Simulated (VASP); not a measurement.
A run of VASP 6.6.1:

INCAR

```
SYSTEM = Re
ALGO = Normal ; EDIFF = 1E-6
ENCUT = 520 ; GGA = PS
ISIF = 2 ; ISMEAR = -1
LASPH = .TRUE. ; LCHARG = .TRUE.
LELF = .TRUE. ; LREAL = .FALSE.
LVHAR = .TRUE. ; LWAVE = .FALSE.
NBANDS = 18 ; NELM = 60
PREC = Accurate ; SIGMA = 0.05
```

Contents of KPOINTS:

```
k-points
0
G
  15 15 15
  0 0 0
```

POSCAR

```
Re
1.0
    1.3930884735      0.8043000052      6.7429710243
   -1.3930884735      0.8043000052      6.7429710243
    0.0000000000     -1.6086000104      6.7429710243
Re
3
Direct
    0.0000000000      0.0000000000      0.0000000000
    0.2221738800      0.2221738800      0.2221738800
    0.7778261200      0.7778261200      0.7778261200
```

Potentials or basis: VASP PAW PBE potentials, release 64 (Re).

The run is started by

```bash
$ cat potpaw_PBE.64/Re/POTCAR > POTCAR
$ mpirun -np 1 vasp_std > vasp.out
```

Hardware: 1 thread of AMD EPYC 9R45 96-Core Processor (Zen 5) (shared host).

**Question.** Estimate the wall time of this run.

**Answer.** It took 17 min on 1 thread of AMD EPYC 9R45 96-Core Processor (Zen 5), on a shared host, peak memory 0.51 GiB. Counts: scf iterations 13, k points 344.
